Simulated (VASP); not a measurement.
Write the native input for VASP 6.6.1 that does the following.

```yaml
Task: single point
Functional: PBEsol
Potentials_or_basis: VASP PAW PBE potentials, release 64 (Pt)
Cutoff: 520 eV
k_mesh: 15 × 15 × 15
Occupations: fermi-dirac, width 0.136057 eV
Spin: no spin polarisation
Dipole_correction: no
Further_INCAR_settings: ALGO = Normal; EDIFF = 1e-06; NBANDS = 11
```

The structure of Pt lies in POSCAR:

```
Pt
1.0
   -1.5640076115      1.5640076115      1.5640076115
    1.5640076115     -1.5640076115      1.5640076115
    1.5640076115      1.5640076115     -1.5640076115
Pt
1
Direct
    0.0000000000      0.0000000000      0.0000000000
```

The input as run:

INCAR

```
SYSTEM = Pt
ALGO = Normal
EDIFF = 1E-6
ENCUT = 520
GGA = PS
ISIF = 2
ISMEAR = -1
LASPH = .TRUE.
LCHARG = .FALSE.
LREAL = .FALSE.
LWAVE = .FALSE.
NBANDS = 11
NELM = 60
PREC = Accurate
SIGMA = 0.13605693000000002
```

KPOINTS

```
k-points
0
G
  15 15 15
  0 0 0
```

Potentials or basis: VASP PAW PBE potentials, release 64 (Pt).

The run is started by

```console
$ cat potpaw_PBE.64/Pt/POTCAR > POTCAR
$ mpirun -np 1 vasp_std > vasp.out
```

It gave:

The pressure is -1.8 GPa and the band gap on the k mesh is zero (band 5 reaches 11.62 eV, above the bottom of band 6 at 9.41 eV).

Caveat: the PAW data sets were made with another functional, which shifts forces and pressure a little; spin-orbit coupling is left out, which moves the levels of the heavy elements.

It took 16 s on 1 thread of Intel Xeon 6975P-C, with other jobs on the host, peak memory 0.14 GiB.
